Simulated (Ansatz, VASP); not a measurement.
Si2Mo: VASP beside Ansatz

Contents of INCAR:

```
ALGO = Normal ; EDIFF = 1E-6
EDIFFG = -0.01 ; ENCUT = 600
GGA = PS ; IBRION = 2
ISIF = 3 ; ISMEAR = -1
LASPH = True ; LCHARG = False
LREAL = False ; LWAVE = False
NELM = 60 ; NSW = 60
PREC = Accurate ; SIGMA = 0.05
```

The input KPOINTS:

```
k-points
0
Gamma
  5 5 3
```

Contents of POSCAR:

```
Si2Mo
1.0
    4.5854715599      0.0000000000      0.0000000000
   -2.2927357800      3.9711348592      0.0000000000
    0.0000000000      0.0000000000      6.5797601000
Mo Si
3 6
Direct
    0.5000000000      0.5000000000      0.8333333333
    0.0000000000      0.5000000000      0.1666666667
    0.5000000000      0.0000000000      0.5000000000
    0.1638729800      0.3277459600      0.5000000000
    0.6722540400      0.8361270200      0.1666666667
    0.8361270200      0.1638729800      0.8333333333
    0.8361270200      0.6722540400      0.5000000000
    0.3277459600      0.1638729800      0.1666666667
    0.1638729800      0.8361270200      0.8333333333
```

Contents of input.yaml:

```yaml
crystal:
  lattice:
    - [4.5854715599, 0.0, 0.0]
    - [-2.29273578, 3.9711348592, 0.0]
    - [0.0, 0.0, 6.5797601]
  atoms:
    - { symbol: Mo, position: [0.5, 0.5, 0.8333333333] }
    - { symbol: Mo, position: [0.0, 0.5, 0.1666666667] }
    - { symbol: Mo, position: [0.5, 0.0, 0.5] }
    - { symbol: Si, position: [0.16387298, 0.32774596, 0.5] }
    - { symbol: Si, position: [0.67225404, 0.83612702, 0.1666666667] }
    - { symbol: Si, position: [0.83612702, 0.16387298, 0.8333333333] }
    - { symbol: Si, position: [0.83612702, 0.67225404, 0.5] }
    - { symbol: Si, position: [0.32774596, 0.16387298, 0.1666666667] }
    - { symbol: Si, position: [0.16387298, 0.83612702, 0.8333333333] }
hamiltonian:
  xc: pbesol
  pseudopotentials: { kind: paw }
kpoints:
  mp_grid: { grid: [5, 5, 3] }
scf:
  occupations: { method: fermi_dirac, width: 0.05 }
output:
  forces: true
  stress: true
  eigenvalues: true
relax:
  f_tol: 0.01
  max_steps: 40
  cell: { stress_tol: 0.05 }
```

Alike in both runs: task relaxation of cell and atoms; functional PBEsol; k mesh 5 × 5 × 3; occupations fermi-dirac, width 0.05 eV; no spin polarisation.

```csv
,VASP,Ansatz
version,VASP 6.6.1,Ansatz 0.2.0
potentials or method,"VASP PAW PBE potentials, release 64 (Mo_sv, Si)",Ansatz PAW
plane-wave cutoff (eV),600,420
valence electrons in the cell,66,66
```

|  | VASP | Ansatz | Ansatz less VASP |
| --- | --- | --- | --- |
| gap on the k mesh at the Fermi level, each at its own relaxed structure (eV) | 0.61 | 0.62 | +0.004 |
| relaxed volume (Å³/atom) | 13.24 | 13.22 | -0.021 |
| relaxed length of the cell vector where the two differ most in proportion (Å) | 4.578 | 4.575 | -0.0026 |

VASP's potentials were made for PBE, not for PBEsol.

Noted on Ansatz's run: odd divisions of the mesh miss points on the zone boundary, where band edges often lie, so the gap on the mesh can be too wide; the plane-wave basis is chosen anew once the cell has moved, so the energies of steps on either side of that aren't comparable.
